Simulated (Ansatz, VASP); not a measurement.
# One calculation of Li2Ru, two programs

INCAR

```
SYSTEM = Li2Ru
PREC     = Accurate       ! precision mode
ENCUT    = 520            ! plane-wave cutoff, eV
EDIFF    = 1E-6           ! SCF threshold, eV
ISMEAR   = 0              ! smearing method
SIGMA    = 0.1            ! smearing width, eV
LREAL    = .FALSE.        ! projectors in reciprocal space
LASPH    = .TRUE.         ! aspherical terms in the spheres
NELM     = 60             ! most SCF steps
ALGO     = Normal         ! electronic algorithm
ISIF     = 2              ! what is computed and relaxed
LWAVE    = .FALSE.        ! write WAVECAR
LCHARG   = .TRUE.         ! write CHGCAR
GGA      = PE             ! functional
LELF     = .TRUE.         ! ELF
LVHAR    = .TRUE.       
NBANDS   = 17             ! bands
```

KPOINTS

```
Automatic mesh
0
G
  6 6 4
  0 0 0
```

The input POSCAR:

```
Li2Ru
1.0
    3.0365666900      0.0000000000      0.0000000000
   -1.5182833400      2.6297438900      0.0000000000
    0.0000000000      0.0000000000      6.9733122800
Li Ru
2 1
Direct
    0.6666666700      0.3333333300      0.6757998300
    0.3333333300      0.6666666700      0.3242001700
    0.0000000000      0.0000000000      0.0000000000
```

Input for Ansatz:

```yaml
crystal:
  lattice:
    - [3.03656669, 0.0, 0.0]
    - [-1.51828334, 2.62974389, 0.0]
    - [0.0, 0.0, 6.97331228]
  atoms:
    - { symbol: Li, position: [0.66666667, 0.33333333, 0.67579983] }
    - { symbol: Li, position: [0.33333333, 0.66666667, 0.32420017] }
    - { symbol: Ru, position: [0.0, 0.0, 0.0] }
basis:
  ecutwfc: 420
kpoints:
  mp_grid: { grid: [6, 6, 4] }
hamiltonian:
  xc: pbe
scf:
  occupations: { method: gaussian, width: 0.1 }
  lower_state_search: "off"
output:
  forces: true
  stress: true
  eigenvalues: true
```

Alike in both runs: task single point; functional PBE; k mesh 6 × 6 × 4; occupations gaussian, width 0.1 eV; no spin polarisation.

|  | VASP | Ansatz |
| --- | --- | --- |
| version | VASP 6.6.1 | Ansatz 0.2.0 |
| potentials or method | VASP PAW PBE potentials, release 64 (Li_sv, Ru_pv), cutoff 520 eV | scalar-relativistic, plane waves, PAW |
| valence electrons in the cell | 20 | 22 |

VASP gave:

| Item | Value |
| --- | --- |
| gap on the k mesh at the Fermi level (eV) | none |
| rms of the force components (eV/Å) | 0.324 |

Question: Which values does Ansatz return?

Answer: gap on the k mesh at the Fermi level (eV): none; rms of the force components (eV/Å): 0.322.

Atom by atom the forces differ by 0.001 eV/Å (rms over components). A gap of «none» marks a metal or a gap that the smearing closes. VASP's potentials hold 20 valence electrons a cell and Ansatz's 22, so a difference there can come from the potentials and not from the codes.

The k mesh is coarse, so the values compare programs but aren't converged. Noted on VASP's run: the cutoff is short for stress, so the pressure is rough.
